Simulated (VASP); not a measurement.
# CsH (Pm-3m) in VASP: further runs

Aim: see how the results for CsH move with the level of theory and the settings. Levels: r2SCAN, HSE06, PBE0. Tasks: single point.

Everything below comes from runs of VASP 6.6.1. Logs are shortened: lines on timing, memory, paths and dates and some standing lists are left out, and cuts for length are marked.

**1. The cell of the first run**

It takes space group Pm-3m (No. 221, cubic). Conventional cell: a = 3.813 Å, b = 3.813 Å, c = 3.813 Å, α = 90.00°, β = 90.00°, γ = 90.00°. Within 4.3 Å of Cs (site symmetry m-3m) lie 8 H at 3.30 Å and 6 Cs at 3.81 Å. H (site symmetry m-3m) has 8 Cs at 3.30 Å and 6 H at 3.81 Å within 4.3 Å.

**2. Single point, r2SCAN**

Contents of POSCAR:

```
CsH
1.0
    3.8130897916      0.0000000000      0.0000000000
    0.0000000000      3.8130897916      0.0000000000
    0.0000000000      0.0000000000      3.8130897916
Cs H
1 1
Direct
    0.0000000000      0.0000000000      0.0000000000
    0.5000000000      0.5000000000      0.5000000000
```

Contents of INCAR.step1:

```
PREC     = Accurate       # precision mode
ENCUT    = 520            # plane-wave cutoff, eV
ISMEAR   = 0              # smearing method
SIGMA    = 0.01           # smearing width, eV
LREAL    = F              # projectors in reciprocal space
LASPH    = T              # aspherical terms in the spheres
NELM     = 60             # most SCF steps
NBANDS   = 12             # bands
GGA      = PE             # functional
ALGO     = Normal         # electronic algorithm
EDIFF    = 1E-4           # SCF threshold, eV
LWAVE    = T              # write WAVECAR
LCHARG   = F              # write CHGCAR
```

Contents of INCAR.step2:

```
PREC     = Accurate       # precision mode
ENCUT    = 520            # plane-wave cutoff, eV
EDIFF    = 1E-6           # SCF threshold, eV
ISMEAR   = 0              # smearing method
SIGMA    = 0.01           # smearing width, eV
LREAL    = F              # projectors in reciprocal space
LASPH    = T              # aspherical terms in the spheres
NELM     = 60             # most SCF steps
ALGO     = Normal         # electronic algorithm
ISIF     = 2              # what is computed and relaxed
LWAVE    = F              # write WAVECAR
LCHARG   = T              # write CHGCAR
METAGGA  = R2SCAN         # meta-GGA
LMIXTAU  = T            
LELF     = T              # ELF
LVHAR    = T            
NBANDS   = 12             # bands
ISTART   = 1
```

Contents of KPOINTS:

```
regular mesh
0
Gamma
  4 4 4
```

Potentials or basis: VASP PAW PBE potentials, release 64 (Cs_sv, H).

Run with:

```
$ cat potpaw_PBE.64/Cs_sv/POTCAR potpaw_PBE.64/H/POTCAR > POTCAR
$ cp INCAR.step1 INCAR
$ mpirun -np 1 vasp_std > vasp.out
$ cp INCAR.step2 INCAR
$ mpirun -np 1 vasp_std > vasp.out
```

OUTCAR:

```text
PREC = Accurate
   ENCUT = 520
   EDIFF = 1E-6
   ISMEAR = 0
   LREAL = F
   LASPH = T
   NELM = 60
   ISIF = 2
   METAGGA = R2SCAN
   ISTART = 1

 ion  position               nearest neighbor table
   1  0.000  0.000  0.000-
   2  0.500  0.500  0.500-

  LATTYP: Found a simple cubic cell.
 ALAT       =     3.8130897916

  Lattice vectors:

 A1 = (   3.8130897916,   0.0000000000,   0.0000000000)
 A2 = (   0.0000000000,   3.8130897916,   0.0000000000)
 A3 = (   0.0000000000,   0.0000000000,   3.8130897916)

Analysis of symmetry for initial positions (statically):
=====================================================================
 Subroutine PRICEL returns:
 Original cell was already a primitive cell.

 Routine SETGRP: Setting up the symmetry group for a
 simple cubic supercell.

 Subroutine GETGRP returns: Found 48 space group operations
 (whereof 48 operations were pure point group operations)
 out of a pool of 48 trial point group operations.

The static configuration has the point symmetry O_h .

Analysis of symmetry for dynamics (positions and initial velocities):
=====================================================================
 Subroutine PRICEL returns:
 Original cell was already a primitive cell.

 Routine SETGRP: Setting up the symmetry group for a
 simple cubic supercell.

 Subroutine GETGRP returns: Found 48 space group operations
 (whereof 48 operations were pure point group operations)
 out of a pool of 48 trial point group operations.

The dynamic configuration has the point symmetry O_h .

 Subroutine INISYM returns: Found 48 space group operations
 (whereof 48 operations are pure point group operations),
 and found     1 'primitive' translations

----------------------------------------------------------------------------------------

                                     Primitive cell

  volume of cell :      55.4410

  direct lattice vectors                    reciprocal lattice vectors
     3.813089792  0.000000000  0.000000000     0.262254511  0.000000000  0.000000000
     0.000000000  3.813089792  0.000000000     0.000000000  0.262254511  0.000000000
     0.000000000  0.000000000  3.813089792     0.000000000  0.000000000  0.262254511

  length of vectors
     3.813089792  3.813089792  3.813089792     0.262254511  0.262254511  0.262254511

  position of ions in fractional coordinates (direct lattice)
     0.000000000  0.000000000  0.000000000
     0.500000000  0.500000000  0.500000000

  ion indices of the primitive-cell ions
   primitive index   ion index
                 1           1
                 2           2

----------------------------------------------------------------------------------------

 KPOINTS: regular mesh

Automatic generation of k-mesh.
 Grid dimensions read from file:
 generate k-points for:    4    4    4

 Generating k-lattice:

  Cartesian coordinates                     Fractional coordinates (reciprocal lattice)
     0.065563628  0.000000000  0.000000000     0.250000000  0.000000000  0.000000000
     0.000000000  0.065563628  0.000000000     0.000000000  0.250000000  0.000000000
     0.000000000  0.000000000  0.065563628     0.000000000  0.000000000  0.250000000

  Length of vectors
     0.065563628  0.065563628  0.065563628

  Shift w.r.t. Gamma in fractional coordinates (k-lattice)
     0.000000000  0.000000000  0.000000000

 Subroutine IBZKPT returns following result:
 ===========================================

 Found     10 irreducible k-points:

 Following reciprocal coordinates:
            Coordinates               Weight
  0.000000  0.000000  0.000000      1.000000
  0.250000  0.000000  0.000000      6.000000
  0.500000  0.000000  0.000000      3.000000
  0.250000  0.250000  0.000000     12.000000
  0.500000  0.250000  0.000000     12.000000
  0.500000  0.500000  0.000000      3.000000
  0.250000  0.250000  0.250000      8.000000
  0.500000  0.250000  0.250000     12.000000
  0.500000  0.500000  0.250000      6.000000
  0.500000  0.500000  0.500000      1.000000
   k-points           NKPTS =     10   k-points in BZ     NKDIM =     10   number of bands    NBANDS=     12
   number of dos      NEDOS =    301   number of ions     NIONS =      2
   total plane-waves  NPLWV =  21952
   dimension x,y,z NGX =    28 NGY =   28 NGZ =   28
   dimension x,y,z NGXF=    56 NGYF=   56 NGZF=   56
   ions per type =               1   1
   NGX,Y,Z   is equivalent  to a cutoff of  12.21, 12.21, 12.21 a.u.
   NGXF,Y,Z  is equivalent  to a cutoff of  24.42, 24.42, 24.42 a.u.
 SYSTEM =  unknown system
   PREC   = accura    normal or accurate (medium, high low for compatibility)
   ISTART =      1    job   : 0-new  1-cont  2-samecut
   ICHARG =      0    charge: 1-file 2-atom 10-const
   ISPIN  =      1    spin polarized calculation?
   LNONCOLLINEAR =      F non collinear calculations
   LSORBIT =      F    spin-orbit coupling
   LASPH  =      T    aspherical Exc in radial PAW
   ENCUT  =  520.0 eV  38.22 Ry    6.18 a.u.   7.09  7.09  7.09*2*pi/ulx,y,z
   NELM   =     60;   NELMIN=  2; NELMDL=  0     # of ELM steps
   EDIFF  = 0.1E-05   stopping-criterion for ELM
   LREAL  =      F    real-space projection
   EDIFFG = 0.1E-04   stopping-criterion for IOM
   NSW    =      0    number of steps for IOM
   IBRION =     -1    ionic relax: 0-MD 1-quasi-New 2-CG
   NFREE  =      0    steps in history (QN), initial steepest desc. (CG)
   ISIF   =      2    stress and relaxation
   ISYM   =      2    0-nonsym 1-usesym 2-fastsym
   POTIM  = 0.5000    time-step for ionic-motion
   TEBEG  =    0.0;   TEEND  =   0.0 temperature during run
   PSTRESS=    0.0 pullay stress
   NELECT =      10.0000    total number of electrons
   NUPDOWN=      -1.0000    fix difference up-down
   EMIN   =  10.00;   EMAX   =-10.00  energy-range for DOS
   EFERMI =   0.00;   METHOD = LEGACY
   ISMEAR =     0;   SIGMA  =   0.01  broadening in eV -4-tet -1-fermi 0-gaus
   EFERMI_NEDOS =   21; number of points for ismear=-14 and -15
   IALGO  =     38    algorithm
   IMIX   =      4    mixing-type and parameters
     AMIX     =   0.40;   BMIX     =  1.00
     AMIX_MAG =   1.60;   BMIX_MAG =  1.00
  volume/ion in A,a.u.               =      27.72       187.07
  Fermi-wavevector in a.u.,A,eV,Ry     =   0.924977  1.747954 11.640917  0.855583
  Thomas-Fermi vector in A             =   2.050782
   LORBIT       =      0    0 simple, 1 ext, 2 COOP (PROOUT), +10 PAW based schemes
   METAGGA = R2SCAN    functional components
   LHFCALC =     F    Hartree Fock is set to
   AEXX    =    0.0000 exact exchange contribution
   IVDW    =     0    specifies the selected vdW correction
   LEPSILON=     F    determine dielectric tensor
   LRPA    =     F    only Hartree local field effects (RPA)
 non-spin polarized calculation
 Gauss-broadening in eV      SIGMA  =   0.01
  energy-cutoff  :      520.00
  volume of cell :       55.44
 maximum number of plane-waves:      1510
   NGX = 15   NGY = 15   NGZ = 15

 number of electron      10.0000001 magnetization

 Free energy of the ion-electron system (eV)
  ---------------------------------------------------
  ext. energy  EPLUGINS =         0.00000000
  ---------------------------------------------------
  free energy    TOTEN  =       -28.95528187 eV

  energy without entropy =      -28.95528187  energy(sigma->0) =      -28.95528187

 E-fermi :   0.5819     XC(G=0):  -8.2908

 val. band max:        0.4926156605   @ k =   0.5000   0.5000   0.5000
 cond. band min:       3.6398313032   @ k =   0.5000   0.5000   0.5000
 fundamental gap:      3.1472156427
 Fermi energy:         0.5819016955

 k-point     1 :       0.0000    0.0000    0.0000
  band No.  band energies     occupation
      1     -21.9909      2.00000
      2      -7.6724      2.00000
      3      -7.6724      2.00000
      4      -7.6724      2.00000
      5      -1.4089      2.00000
      6       4.2983      0.00000
      7       4.2983      0.00000
      8       8.5031      0.00000
      9      10.4919      0.00000
     10      10.4919      0.00000
     11      10.4919      0.00000
     12      11.6298      0.00000

 k-point     2 :       0.2500    0.0000    0.0000
  band No.  band energies     occupation
      1     -21.9095      2.00000
      2      -8.5178      2.00000
      3      -7.5954      2.00000
      4      -7.5954      2.00000
      5      -0.6370      2.00000
      6       4.6474      0.00000
      7       4.7889      0.00000
      8       8.1816      0.00000
      9       8.1987      0.00000
     10       8.1987      0.00000
     11      10.6932      0.00000
     12      12.6003      0.00000

 k-point     3 :       0.5000    0.0000    0.0000
  band No.  band energies     occupation
      1     -21.8253      2.00000
      2      -9.2109      2.00000
      3      -7.5158      2.00000
      4      -7.5158      2.00000
      5       0.2487      2.00000
      6       3.7088      0.00000
      7       5.0923      0.00000
      8       7.0993      0.00000
      9       7.0993      0.00000
     10      10.9029      0.00000
     11      10.9188      0.00000
     12      11.9775      0.00000
[... 76 lines left out ...]
 k-point     9 :       0.5000    0.5000    0.2500
  band No.  band energies     occupation
      1     -21.5933      2.00000
      2      -8.7820      2.00000
      3      -8.7820      2.00000
      4      -8.0660      2.00000
      5      -0.2597      2.00000
      6       4.8497      0.00000
      7       4.8497      0.00000
      8       5.3520      0.00000
      9       7.8708      0.00000
     10      11.6548      0.00000
     11      11.6548      0.00000
     12      12.6289      0.00000

 k-point    10 :       0.5000    0.5000    0.5000
  band No.  band energies     occupation
      1     -21.5161      2.00000
      2      -8.6659      2.00000
      3      -8.6659      2.00000
      4      -8.6659      2.00000
      5       0.4926      2.00000
      6       3.6398      0.00000
      7       3.6398      0.00000
      8       3.6398      0.00000
      9      12.7744      0.00000
     10      12.7744      0.00000
     11      13.2312      0.00000
     12      13.2312      0.00000

------------------------ aborting loop because EDIFF is reached ----------------------------------------

  FORCE on cell =-STRESS in cart. coord.  units (eV):
  Direction    XX          YY          ZZ          XY          YZ          ZX
  --------------------------------------------------------------------------------------
  -------------------------------------------------------------------------------------
  Total        0.0291606      0.0291606      0.0291606      0.0000000     -0.0000000      0.0000000
  in kB        0.8427048      0.8427048      0.8427048      0.0000000     -0.0000000      0.0000000
  external PRESSURE =       0.8427048 kB  Pullay stress =       0.0000000 kB

 VOLUME and BASIS-vectors are now :
 -----------------------------------------------------------------------------
  energy-cutoff  :      520.00
  volume of cell :       55.44
      direct lattice vectors                 reciprocal lattice vectors
     3.813089792  0.000000000  0.000000000     0.262254511  0.000000000  0.000000000
     0.000000000  3.813089792  0.000000000     0.000000000  0.262254511  0.000000000
     0.000000000  0.000000000  3.813089792     0.000000000  0.000000000  0.262254511

 POSITION                                       TOTAL-FORCE (eV/Angst)
 -----------------------------------------------------------------------------------
      0.00000      0.00000      0.00000         0.000000      0.000000      0.000000
      1.90654      1.90654      1.90654         0.000000      0.000000      0.000000
 -----------------------------------------------------------------------------------
    total drift:                                0.000000      0.000000      0.000000

  FREE ENERGIE OF THE ION-ELECTRON SYSTEM (eV)
  ---------------------------------------------------
  free  energy   TOTEN  =       -28.9552818716 eV

  energy  without entropy=      -28.9552818716  energy(sigma->0) =      -28.95528187
```

Wall time 27 s (1 thread of Intel Xeon Platinum 8259CL at 2.50GHz (Skylake/Cascade Lake), shared host); peak memory 0.16 GiB.

What came out:

* Free energy: -28.9553 eV
* Pressure: 0.1 GPa
* Band gap on the k mesh: 3.15 eV

Levels at points of the mesh, in eV from the valence-band top:
| k point | band 3 | band 4 | band 5 | band 6 | band 7 | band 8 |
| --- | --- | --- | --- | --- | --- | --- |
| (0.00, 0.00, 0.00) | -8.16 | -8.16 | -1.90 | 3.81 | 3.81 | 8.01 |
| (0.50, 0.00, 0.00) | -8.01 | -8.01 | -0.24 | 3.22 | 4.60 | 6.61 |
| (0.50, 0.50, 0.00) | -9.38 | -7.87 | -1.23 | 5.00 | 6.86 | 7.44 |
| (0.50, 0.50, 0.50) | -9.16 | -9.16 | 0.00 | 3.15 | 3.15 | 3.15 |

Caveat: the structure was generated, so it needn't be the stable form of CsH; the PAW data sets were made with another functional, which shifts forces and pressure a little; spin-orbit coupling is left out, which moves the levels of the heavy elements. A k mesh can miss the band edges.

**3. Single point, HSE06**

POSCAR is that of step 2.

Contents of INCAR.step1:

```
PREC = Accurate
ENCUT = 520
EDIFF = 1E-5
ISMEAR = 0
SIGMA = 0.01
LREAL = F
LASPH = T
NELM = 60
ALGO = Normal
ISIF = 2
LWAVE = T
LCHARG = F
GGA = PE
NBANDS = 12
```

Contents of INCAR.step2:

```
PREC = Accurate
ENCUT = 520
EDIFF = 1E-6
ISMEAR = 0
SIGMA = 0.01
LREAL = F
LASPH = T
NELM = 60
ALGO = Normal
ISIF = 2
LWAVE = F
LCHARG = F
GGA = PE
LHFCALC = T
HFSCREEN = 0.2079
PRECFOCK = Normal
ISTART = 1
NBANDS = 12
```

Contents of KPOINTS:

```
Automatic mesh
0
Gamma
  4 4 4
```

Potentials or basis: VASP PAW PBE potentials, release 64 (Cs_sv, H).

Run with:

```
$ cat potpaw_PBE.64/Cs_sv/POTCAR potpaw_PBE.64/H/POTCAR > POTCAR
$ cp INCAR.step1 INCAR
$ mpirun -np 1 vasp_std > vasp.out
$ cp INCAR.step2 INCAR
$ mpirun -np 1 vasp_std > vasp.out
```

It took 2.3 min on 1 thread of Intel Xeon Platinum 8259CL at 2.50GHz (Skylake/Cascade Lake), shared host; peak memory 0.26 GiB.

It converged, with:

```yaml
Free_energy: -5.1089 eV
Pressure: 0.2 GPa
Band_gap_on_the_k_mesh: 3.58 eV (least direct gap 3.63 eV)
```

Levels at points of the mesh, in eV from the valence-band top:
| k point | band 2 | band 3 | band 4 | band 5 | band 6 | band 7 | band 8 | band 9 |
| --- | --- | --- | --- | --- | --- | --- | --- | --- |
| (0.00, 0.00, 0.00) | -8.38 | -8.38 | -8.38 | -2.14 | 4.37 | 4.37 | 8.44 | 10.79 |
| (0.50, 0.00, 0.00) | -10.03 | -8.22 | -8.22 | -0.31 | 3.58 | 5.21 | 7.21 | 7.21 |
| (0.50, 0.50, 0.00) | -9.66 | -9.66 | -8.07 | -1.33 | 5.52 | 7.48 | 7.86 | 7.86 |
| (0.50, 0.50, 0.50) | -9.42 | -9.42 | -9.42 | 0.00 | 3.63 | 3.63 | 3.63 | 12.97 |

Caveat: the structure was generated, so it needn't be the stable form of CsH; the PAW data sets were made with another functional, which shifts forces and pressure a little; spin-orbit coupling is left out, which moves the levels of the heavy elements.

**4. Single point, PBE0**

POSCAR is that of step 3.

Contents of INCAR.step1:

```
SYSTEM = CsH
ALGO     = Normal         ! electronic algorithm
EDIFF    = 1E-5           ! SCF threshold, eV
ENCUT    = 520            ! plane-wave cutoff, eV
GGA      = PE             ! functional
ISIF     = 2              ! what is computed and relaxed
ISMEAR   = 0              ! smearing method
LASPH    = .True.         ! aspherical terms in the spheres
LCHARG   = .False.        ! write CHGCAR
LREAL    = .False.        ! projectors in reciprocal space
LWAVE    = .True.         ! write WAVECAR
NBANDS   = 12             ! bands
NELM     = 100            ! most SCF steps
PREC     = Accurate       ! precision mode
SIGMA    = 0.01           ! smearing width, eV
```

Contents of INCAR.step2:

```
SYSTEM = CsH
AEXX     = 0.25           ! exact-exchange fraction
ALGO     = Normal         ! electronic algorithm
EDIFF    = 1E-6           ! SCF threshold, eV
ENCUT    = 520            ! plane-wave cutoff, eV
GGA      = PE             ! functional
ISIF     = 2              ! what is computed and relaxed
ISMEAR   = 0              ! smearing method
ISTART   = 1            
LASPH    = .True.         ! aspherical terms in the spheres
LCHARG   = .False.        ! write CHGCAR
LHFCALC  = .True.         ! exact exchange
LREAL    = .False.        ! projectors in reciprocal space
LWAVE    = .False.        ! write WAVECAR
NBANDS   = 12             ! bands
NELM     = 100            ! most SCF steps
PREC     = Accurate       ! precision mode
PRECFOCK = Normal       
SIGMA    = 0.01           ! smearing width, eV
```

Contents of KPOINTS:

```
k-points
0
Gamma
  4 4 4
  0 0 0
```

Run with:

```
$ cat potpaw_PBE.64/Cs_sv/POTCAR potpaw_PBE.64/H/POTCAR > POTCAR
$ cp INCAR.step1 INCAR
$ mpirun -np 1 vasp_std > vasp.out
$ cp INCAR.step2 INCAR
$ mpirun -np 1 vasp_std > vasp.out
```

Run time: 2.2 min. Hardware: 1 thread of Intel Xeon Platinum 8259CL at 2.50GHz (Skylake/Cascade Lake), shared host; peak memory 0.16 GiB.

The run converged. Its results:

```
Free energy            : -5.4784 eV
Pressure               : 0.1 GPa
Band gap on the k mesh : 4.30 eV (least direct gap 4.35 eV)
```

Levels at points of the mesh, in eV from the valence-band top:
| k point | band 3 | band 4 | band 5 | band 6 | band 7 | band 8 |
| --- | --- | --- | --- | --- | --- | --- |
| (0.00, 0.00, 0.00) | -8.40 | -8.40 | -2.20 | 5.12 | 5.12 | 9.19 |
| (0.50, 0.00, 0.00) | -8.23 | -8.23 | -0.32 | 4.30 | 5.96 | 7.96 |
| (0.50, 0.50, 0.00) | -9.69 | -8.08 | -1.38 | 6.26 | 8.24 | 8.59 |
| (0.50, 0.50, 0.50) | -9.45 | -9.45 | 0.00 | 4.35 | 4.35 | 4.35 |

Caveat: the structure was generated, so it needn't be the stable form of CsH; the PAW data sets were made with another functional, which shifts forces and pressure a little; spin-orbit coupling is left out, which moves the levels of the heavy elements. A k mesh can miss the band edges.

**5. Summary**

| level | grid for exact exchange (PRECFOCK) | share of exact exchange | screening parameter | gap on the mesh (eV) | pressure (GPa) |
| --- | --- | --- | --- | --- | --- |
| r2SCAN | - | - | - | 3.15 | 0.1 |
| HSE06 | Normal | 0.25 | 0.2079 1/Å | 3.58 | 0.2 |
| PBE0 | Normal | 0.25 | - | 4.30 | 0.1 |

Alike in all rows: task single point; potentials or basis VASP PAW PBE potentials, release 64 (Cs_sv, H); no spin polarisation; cell as given; k mesh 4 × 4 × 4; cutoff (eV) 520; smearing gaussian 0.01 eV.

On the cell as given the gap runs from 3.15 eV (r2SCAN) to 4.30 eV (PBE0).

Caveats: the structure was generated, so it needn't be the stable form of CsH; the PAW data sets were made with another functional, which shifts forces and pressure a little; spin-orbit coupling is left out, which moves the levels of the heavy elements.

Total energies depend on the potentials used, so only differences within one code and one set of settings carry meaning.
